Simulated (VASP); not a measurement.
Set up this calculation in VASP 6.6.1, as the native input.

```
Task                   : single point
Functional             : PBE
Potentials or basis    : VASP PAW PBE potentials, release 64 (K_sv, Br)
Cutoff                 : 520 eV
k mesh                 : 6 × 6 × 6
Occupations            : gaussian, width 0.05 eV
Spin                   : no spin polarisation
Dipole correction      : no
Further INCAR settings : ALGO = Normal; EDIFF = 1e-06; NBANDS = 15
```

The structure of KBr lies in POSCAR:

```
KBr
1.0
    0.0000000000      3.2431125000      3.2431125000
    3.2431125000      0.0000000000      3.2431125000
    3.2431125000      3.2431125000      0.0000000000
K Br
1 1
Direct
    0.0000000000      0.0000000000      0.0000000000
    0.5000000000      0.5000000000      0.5000000000
```

This cell differs from its parent crystal: strain -0.015 along x and y, -0.015 along z.

One way to write it, as run:

INCAR

```
ALGO = Normal ; EDIFF = 1E-6
ENCUT = 520 ; GGA = PE
ISIF = 2 ; ISMEAR = 0
LASPH = T ; LCHARG = F
LREAL = F ; LWAVE = F
NBANDS = 15 ; NELM = 60
PREC = Accurate ; SIGMA = 0.05
```

KPOINTS

```
k-points
0
Gamma
  6 6 6
```

Potentials or basis: VASP PAW PBE potentials, release 64 (K_sv, Br).

Command:

```sh
$ cat potpaw_PBE.64/K_sv/POTCAR potpaw_PBE.64/Br/POTCAR > POTCAR
$ mpirun -np 1 vasp_std > vasp.out
```

It gave:

| Quantity | Value |
| --- | --- |
| Pressure | 1.8 GPa |
| Band gap on the k mesh | 4.58 eV, direct |

Caveat: the cell differs from its parent crystal (strain -0.015 along x and y, -0.015 along z).

It took 10 s on 1 thread of AMD EPYC 9R45 96-Core Processor (Zen 5), with other jobs on the host, peak memory 0.17 GiB.
